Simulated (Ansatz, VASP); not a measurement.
**HgTe: VASP beside Ansatz**

```
Hg Te
1.0
     4.27421    0.00000    0.00000
    -2.13710    3.70157    0.00000
     0.00000    0.00000    7.45148
Hg Te
2 2
Direct
  0.00000 0.00000 0.00000
  0.00000 0.00000 0.50000
  0.33333 0.66667 0.25000
  0.66667 0.33333 0.75000
```

Alike in both runs: task single point; functional PBE; k mesh 9 × 9 × 5; occupations fermi-dirac, width 0.1 eV; no spin polarisation.

```csv
,VASP,Ansatz
version,VASP 6.6.1,Ansatz 0.2.0
potentials or method,"VASP PAW PBE potentials, release 64 (Hg, Te), cutoff 520 eV","all-electron LAPW, scalar-relativistic"
```

```csv
,VASP,Ansatz,Ansatz less VASP
pressure (GPa),0.1,0.0,-0.10
```

Ansatz ran all-electron here, and VASP with PAW potentials.

Spin-orbit coupling is off throughout.
